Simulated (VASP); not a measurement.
Crystal: Al2Cu.

```
CELL_PARAMETERS angstrom
2.76374 0.00000 0.00000
-1.38187 2.39347 0.00000
0.00000 0.00000 13.30830
ATOMIC_POSITIONS crystal
Al 0.33333 0.66667 0.50000
Al 0.66667 0.33333 0.00000
Al 0.66667 0.33333 0.33333
Al 0.66667 0.33333 0.66667
Cu 0.33333 0.66667 0.83333
Cu 0.33333 0.66667 0.16667
```

- Program: VASP 6.6.1
- Task: relaxation of cell and atoms
- Functional: PBE
- Potentials or basis: VASP PAW PBE potentials, release 64 (Al, Cu)
- Cutoff: 600 eV
- k mesh: 6 × 6 × 2
- Occupations: gaussian, width 0.1 eV
- Spin: no spin polarisation

At the start: pressure 0.3 GPa; volume 14.67 Å³/atom.

Where does the relaxation end?

Over 9 steps the energy falls by 57.8 meV/atom and the volume is 14.85 Å³/atom (+1.2 %); space group P-6m2 (No. 187, to 0.05 Å).

Step by step:
| step | energy change (eV) | largest force (eV/Å) | pressure (GPa) | volume (Å³) |
| --- | --- | --- | --- | --- |
| 1 | 0.0000 | 0.8889 | 0.31 | 88.03 |
| 2 | -0.1297 | 0.6126 | -0.27 | 88.38 |
| 3 | -0.2813 | 0.5649 | 0.09 | 89.11 |
| 4 | -0.2962 | 0.4207 | -0.04 | 88.94 |
| 5 | -0.2985 | 0.4565 | 0.10 | 88.99 |
| 6 | -0.3253 | 0.3041 | -0.23 | 89.25 |
| 7 | -0.3454 | 0.0377 | -0.71 | 89.76 |
| 8 | -0.3431 | 0.0619 | 1.23 | 88.09 |
| 9 | -0.3470 | 0.0318 | 0.08 | 89.07 |

Final structure:
```xyz
6
Lattice="2.8686 0.0000 0.0000 -1.4343 2.4843 0.0000 0.0000 0.0000 12.4985" Properties=species:S:1:pos:R:3 pbc="T T T"
Al    0.0000    1.6562    6.2492
Al    1.4343    0.8281    0.0000
Al    1.4343    0.8281    3.9864
Al    1.4343    0.8281    8.5121
Cu    0.0000    1.6562   10.5289
Cu    0.0000    1.6562    1.9696
```

Caveat: the k points lie up to 0.42 Å⁻¹ apart in the final cell.
